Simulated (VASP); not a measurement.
# Pt (I4/mmm) in VASP: a series of runs

Runs on Pt. Level: PBE. Tasks: single point.

Everything below comes from runs of VASP 6.6.1. Logs are shortened: lines on timing, memory, paths and dates and some standing lists are left out, and cuts for length are marked.

### Step 1. The cell of the first run

Symmetry: I4/mmm, No. 139, tetragonal system. Conventional cell: a = 2.630 Å, b = 2.630 Å, c = 4.112 Å, α = 90.00°, β = 90.00°, γ = 90.00°. Within 3.5 Å of Pt (site symmetry 4/mmm) lie 12 Pt at 2.63 to 2.77 Å.

### Step 2. Single point, PBE (strain -0.050 along x and y, +0.050 along z)

Input file INCAR:

```
SYSTEM = Pt
PREC = Accurate
ENCUT = 520
EDIFF = 1E-7
ISMEAR = 0
SIGMA = 0.15
LREAL = .False.
LASPH = .True.
NELM = 80
ALGO = Normal
ISIF = 2
LWAVE = .False.
LCHARG = .False.
GGA = PE
NBANDS = 11
```

Input file KPOINTS:

```
regular mesh
0
Gamma
  20 20 20
  0 0 0
```

Input file POSCAR:

```
Pt
1.0
    0.0000000000      1.8600050000      2.0557950000
    1.8600050000      0.0000000000      2.0557950000
    1.8600050000      1.8600050000      0.0000000000
Pt
1
Direct
    0.0000000000      0.0000000000      0.0000000000
```

Potentials or basis: VASP PAW PBE potentials, release 64 (Pt).

Started as:

```bash
$ cat potpaw_PBE.64/Pt/POTCAR > POTCAR
$ mpirun -np 1 vasp_std > vasp.out
```

OUTCAR:

```text
SYSTEM = Pt
   PREC = Accurate
   ENCUT = 520
   EDIFF = 1E-7
   ISMEAR = 0
   LREAL = .False.
   LASPH = .True.
   NELM = 80
   ISIF = 2
   GGA = PE

 ion  position               nearest neighbor table
   1  0.000  0.000  0.000-

  LATTYP: Found a body centered tetragonal cell.
 ALAT       =     2.6304442971
 C/A-ratio  =     1.5630781479

  Lattice vectors:

 A1 = (  -1.8600050000,   0.0000000000,   2.0557950000)
 A2 = (   1.8600050000,   0.0000000000,   2.0557950000)
 A3 = (   0.0000000000,   1.8600050000,  -2.0557950000)

Analysis of symmetry for initial positions (statically):
=====================================================================
 Subroutine PRICEL returns:
 Original cell was already a primitive cell.

 Routine SETGRP: Setting up the symmetry group for a
 body centered tetragonal supercell.

 Subroutine GETGRP returns: Found 16 space group operations
 (whereof 16 operations were pure point group operations)
 out of a pool of 16 trial point group operations.

The static configuration has the point symmetry D_4h.

Analysis of symmetry for dynamics (positions and initial velocities):
=====================================================================
 Subroutine PRICEL returns:
 Original cell was already a primitive cell.

 Routine SETGRP: Setting up the symmetry group for a
 body centered tetragonal supercell.

 Subroutine GETGRP returns: Found 16 space group operations
 (whereof 16 operations were pure point group operations)
 out of a pool of 16 trial point group operations.

The dynamic configuration has the point symmetry D_4h.

 Subroutine INISYM returns: Found 16 space group operations
 (whereof 16 operations are pure point group operations),
 and found     1 'primitive' translations

----------------------------------------------------------------------------------------

                                     Primitive cell

  volume of cell :      14.2245

  direct lattice vectors                    reciprocal lattice vectors
     0.000000000  1.860005000  2.055795000    -0.268816482  0.268816482  0.243214912
     1.860005000  0.000000000  2.055795000     0.268816482 -0.268816482  0.243214912
     1.860005000  1.860005000  0.000000000     0.268816482  0.268816482 -0.243214912

  length of vectors
     2.772347684  2.772347684  2.630444297     0.451307096  0.451307096  0.451307096

  position of ions in fractional coordinates (direct lattice)
     0.000000000  0.000000000  0.000000000

  ion indices of the primitive-cell ions
   primitive index   ion index
                 1           1

----------------------------------------------------------------------------------------

 KPOINTS: regular mesh

Automatic generation of k-mesh.
 Grid dimensions read from file:
 generate k-points for:   20   20   20

 Generating k-lattice:

  Cartesian coordinates                     Fractional coordinates (reciprocal lattice)
    -0.013440824  0.013440824  0.012160746     0.050000000  0.000000000  0.000000000
     0.013440824 -0.013440824  0.012160746     0.000000000  0.050000000  0.000000000
     0.013440824  0.013440824 -0.012160746     0.000000000  0.000000000  0.050000000

  Length of vectors
     0.022565355  0.022565355  0.022565355

  Shift w.r.t. Gamma in fractional coordinates (k-lattice)
     0.000000000  0.000000000  0.000000000

 Subroutine IBZKPT returns following result:
 ===========================================

 Found    641 irreducible k-points:

 Following reciprocal coordinates:
            Coordinates               Weight
  0.000000  0.000000  0.000000      1.000000
  0.050000  0.000000  0.000000      8.000000
  0.100000  0.000000  0.000000      8.000000
  0.150000  0.000000  0.000000      8.000000
  0.200000  0.000000  0.000000      8.000000
  0.250000  0.000000  0.000000      8.000000
[... 16 lines left out ...]
 -0.400000  0.050000  0.000000      8.000000
 -0.350000  0.050000  0.000000      8.000000
 [... further k-points ...]
   k-points           NKPTS =    641   k-points in BZ     NKDIM =    641   number of bands    NBANDS=     11
   number of dos      NEDOS =    301   number of ions     NIONS =      1
   total plane-waves  NPLWV =  11520
   dimension x,y,z NGX =    24 NGY =   24 NGZ =   20
   dimension x,y,z NGXF=    48 NGYF=   48 NGZF=   40
   ions per type =               1
   NGX,Y,Z   is equivalent  to a cutoff of  14.39, 14.39, 12.64 a.u.
   NGXF,Y,Z  is equivalent  to a cutoff of  28.78, 28.78, 25.28 a.u.
 SYSTEM =  Pt
   PREC   = accura    normal or accurate (medium, high low for compatibility)
   ISTART =      0    job   : 0-new  1-cont  2-samecut
   ICHARG =      2    charge: 1-file 2-atom 10-const
   ISPIN  =      1    spin polarized calculation?
   LNONCOLLINEAR =      F non collinear calculations
   LSORBIT =      F    spin-orbit coupling
   LASPH  =      T    aspherical Exc in radial PAW
   ENCUT  =  520.0 eV  38.22 Ry    6.18 a.u.   5.15  5.15  4.89*2*pi/ulx,y,z
   NELM   =     80;   NELMIN=  2; NELMDL= -5     # of ELM steps
   EDIFF  = 0.1E-06   stopping-criterion for ELM
   LREAL  =      F    real-space projection
   EDIFFG = 0.1E-05   stopping-criterion for IOM
   NSW    =      0    number of steps for IOM
   IBRION =     -1    ionic relax: 0-MD 1-quasi-New 2-CG
   NFREE  =      0    steps in history (QN), initial steepest desc. (CG)
   ISIF   =      2    stress and relaxation
   ISYM   =      2    0-nonsym 1-usesym 2-fastsym
   POTIM  = 0.5000    time-step for ionic-motion
   TEBEG  =    0.0;   TEEND  =   0.0 temperature during run
   PSTRESS=    0.0 pullay stress
   NELECT =      10.0000    total number of electrons
   NUPDOWN=      -1.0000    fix difference up-down
   EMIN   =  10.00;   EMAX   =-10.00  energy-range for DOS
   EFERMI =   0.00;   METHOD = LEGACY
   ISMEAR =     0;   SIGMA  =   0.15  broadening in eV -4-tet -1-fermi 0-gaus
   EFERMI_NEDOS =   21; number of points for ismear=-14 and -15
   IALGO  =     38    algorithm
   IMIX   =      4    mixing-type and parameters
     AMIX     =   0.40;   BMIX     =  1.00
     AMIX_MAG =   1.60;   BMIX_MAG =  1.00
  volume/ion in A,a.u.               =      14.22        95.99
  Fermi-wavevector in a.u.,A,eV,Ry     =   1.455667  2.750813 28.830304  2.118968
  Thomas-Fermi vector in A             =   2.572675
   LORBIT       =      0    0 simple, 1 ext, 2 COOP (PROOUT), +10 PAW based schemes
   GGA     = PE    functional components
   LHFCALC =     F    Hartree Fock is set to
   AEXX    =    0.0000 exact exchange contribution
   IVDW    =     0    specifies the selected vdW correction
   LEPSILON=     F    determine dielectric tensor
   LRPA    =     F    only Hartree local field effects (RPA)
 non-spin polarized calculation
 Gauss-broadening in eV      SIGMA  =   0.15
  energy-cutoff  :      520.00
  volume of cell :       14.22
 maximum number of plane-waves:       396
 NGX is ok and might be reduce to    24
   NGX = 11   NGY = 11   NGZ =  9

 number of electron      10.0000000 magnetization

 Free energy of the ion-electron system (eV)
  ---------------------------------------------------
  ext. energy  EPLUGINS =         0.00000000
  ---------------------------------------------------
  free energy    TOTEN  =        -5.94324229 eV

  energy without entropy =       -5.92543025  energy(sigma->0) =       -5.93433627

 E-fermi :  12.3904     XC(G=0): -13.8399

 val. band max:       12.3883006777   @ k =  -0.3500   0.4000   0.0500
 cond. band min:      12.3927272392   @ k =  -0.2500   0.4500   0.3000
 fundamental gap:      0.0044265615
 Fermi energy:        12.3903526495

 k-point     1 :       0.0000    0.0000    0.0000
  band No.  band energies     occupation
      1       1.5401      2.00000
      2       7.4258      2.00000
      3       8.7762      2.00000
      4       8.7762      2.00000
      5       9.7831      2.00000
      6      11.3825      2.00000
      7      27.0512      0.00000
      8      30.4217      0.00000
      9      33.1361      0.00000
     10      33.1361      0.00000
     11      37.9858      0.00000

 k-point     2 :       0.0500    0.0000    0.0000
  band No.  band energies     occupation
      1       1.6478      2.00000
      2       7.4549      2.00000
      3       8.7353      2.00000
      4       8.8191      2.00000
      5       9.7769      2.00000
      6      11.3388      2.00000
      7      27.2243      0.00000
      8      30.4443      0.00000
      9      32.6712      0.00000
     10      33.3157      0.00000
     11      38.6670      0.00000

 k-point     3 :       0.1000    0.0000    0.0000
  band No.  band energies     occupation
      1       1.9624      2.00000
      2       7.5250      2.00000
      3       8.6235      2.00000
      4       8.9390      2.00000
      5       9.7871      2.00000
      6      11.2229      2.00000
      7      27.7033      0.00000
      8      30.1379      0.00000
      9      32.1831      0.00000
     10      33.8395      0.00000
     11      39.6051      0.00000

 k-point     4 :       0.1500    0.0000    0.0000
  band No.  band energies     occupation
      1       2.4556      2.00000
      2       7.5983      2.00000
      3       8.4688      2.00000
      4       9.1048      2.00000
      5       9.8866      2.00000
      6      11.0809      2.00000
      7      28.3471      0.00000
      8      29.0663      0.00000
      9      32.5947      0.00000
     10      34.6604      0.00000
     11      38.1366      0.00000
[... 239 lines left out ...]
 k-point    22 :      -0.4500    0.0500    0.0000
  band No.  band energies     occupation
      1       4.5716      2.00000
      2       7.5698      2.00000
      3       8.8755      2.00000
      4      10.9927      2.00000
      5      12.1201      1.98916
      6      13.4071      0.00000
      7      19.0199      0.00000
      8      26.3278      0.00000
      9      31.0124      0.00000
     10      33.0337      0.00000
     11      39.7833      0.00000

 k-point    23 :      -0.4000    0.0500    0.0000
  band No.  band energies     occupation
      1       4.5813      2.00000
      2       7.6454      2.00000
      3       8.9311      2.00000
      4      10.2622      2.00000
      5      11.8669      2.00000
      6      13.0531      0.00000
      7      20.2121      0.00000
      8      26.6283      0.00000
      9      31.3890      0.00000
     10      33.7703      0.00000
     11      38.6148      0.00000

 k-point    24 :      -0.3500    0.0500    0.0000
  band No.  band energies     occupation
      1       4.5517      2.00000
      2       7.7515      2.00000
      3       9.0448      2.00000
      4       9.3103      2.00000
      5      11.5168      2.00000
      6      12.4648      0.48294
      7      21.9152      0.00000
      8      27.1845      0.00000
      9      32.2521      0.00000
     10      34.8996      0.00000
     11      37.1686      0.00000

 [... further k-points ...]
[... 5 lines left out ...]
  --------------------------------------------------------------------------------------
  -------------------------------------------------------------------------------------
  Total        3.3062764      3.3062764      1.8172153      0.0000000     -0.0000000      0.0000000
  in kB      372.4017501    372.4017501    204.6816664      0.0000000     -0.0000000      0.0000000
  external PRESSURE =     316.4950555 kB  Pullay stress =       0.0000000 kB

 VOLUME and BASIS-vectors are now :
 -----------------------------------------------------------------------------
  energy-cutoff  :      520.00
  volume of cell :       14.22
      direct lattice vectors                 reciprocal lattice vectors
     0.000000000  1.860005000  2.055795000    -0.268816482  0.268816482  0.243214912
     1.860005000  0.000000000  2.055795000     0.268816482 -0.268816482  0.243214912
     1.860005000  1.860005000  0.000000000     0.268816482  0.268816482 -0.243214912

 POSITION                                       TOTAL-FORCE (eV/Angst)
 -----------------------------------------------------------------------------------
      0.00000      0.00000      0.00000         0.000000      0.000000      0.000000
 -----------------------------------------------------------------------------------
    total drift:                               -0.000000     -0.000000      0.000000

  FREE ENERGIE OF THE ION-ELECTRON SYSTEM (eV)
  ---------------------------------------------------
  free  energy   TOTEN  =        -5.9432422948 eV

  energy  without entropy=       -5.9254302499  energy(sigma->0) =       -5.93433627
```

Wall time 3.8 min (1 thread of AMD EPYC 7R13, shared host); peak memory 0.19 GiB.

Results:

```yaml
Free_energy: -5.9432 eV
Pressure: 31.6 GPa
Band_gap_on_the_k_mesh: zero (band 5 reaches 13.61 eV, above the bottom of band 6 at 10.64 eV)
```

Stress tensor (GPa, compression positive):
```
37.24  0.00  0.00
 0.00 37.24  0.00
 0.00  0.00 20.47
```

Caveat: the cell differs from its parent crystal (strain -0.050 along x and y, +0.050 along z); spin-orbit coupling is left out, which moves the levels of the heavy elements.

### Step 3. Single point, PBE (strain +0.000 along x and y, -0.050 along z)

Input file INCAR:

```
SYSTEM = Pt
ALGO = Normal
EDIFF = 1E-6
ENCUT = 520
GGA = PE
ISIF = 2
ISMEAR = 0
LASPH = .True.
LCHARG = .False.
LREAL = .False.
LWAVE = .False.
NBANDS = 11
NELM = 80
PREC = Accurate
SIGMA = 0.15
```

Input file KPOINTS:

```
k-points
0
Gamma
  20 20 20
  0 0 0
```

Input file POSCAR:

```
Pt
1.0
    0.0000000000      1.9579000000      1.8600050000
    1.9579000000      0.0000000000      1.8600050000
    1.9579000000      1.9579000000      0.0000000000
Pt
1
Direct
    0.0000000000      0.0000000000      0.0000000000
```

Potentials or basis: VASP PAW PBE potentials, release 64 (Pt).

Started as:

```bash
$ cat potpaw_PBE.64/Pt/POTCAR > POTCAR
$ mpirun -np 1 vasp_std > vasp.out
```

Run time: 3.3 min. Hardware: 1 thread of AMD EPYC 7R13, shared host; peak memory 0.19 GiB.

The run converged. Its results:

```yaml
Free_energy: -5.9885 eV
Pressure: 29.3 GPa
Band_gap_on_the_k_mesh: zero (band 5 reaches 13.17 eV, above the bottom of band 6 at 10.49 eV)
```

Stress tensor (GPa, compression positive):
```
27.66  0.00  0.00
 0.00 27.66  0.00
 0.00  0.00 32.62
```

Levels at points of the mesh, in eV from the Fermi level:
| k point | band 1 | band 2 | band 3 | band 4 | band 5 | band 6 | band 7 | band 8 | band 9 | band 10 |
| --- | --- | --- | --- | --- | --- | --- | --- | --- | --- | --- |
| (0.00, 0.00, 0.00) | -10.86 | -4.34 | -4.34 | -3.71 | -2.17 | -1.43 | 14.51 | 19.25 | 19.25 | 20.79 |
| (0.50, 0.00, 0.00) | -7.93 | -4.54 | -3.89 | -0.70 | -0.12 | 0.23 | 6.32 | 13.99 | 18.90 | 19.92 |
| (0.50, 0.50, 0.00) | -7.68 | -7.24 | 0.00 | 0.58 | 0.58 | 2.40 | 10.46 | 10.95 | 10.95 | 20.39 |
| (0.50, 0.00, 0.50) | -7.75 | -7.20 | 0.00 | 0.28 | 0.79 | 1.34 | 9.08 | 11.68 | 12.14 | 21.18 |

Caveat: the cell differs from its parent crystal (strain +0.000 along x and y, -0.050 along z); spin-orbit coupling is left out, which moves the levels of the heavy elements.
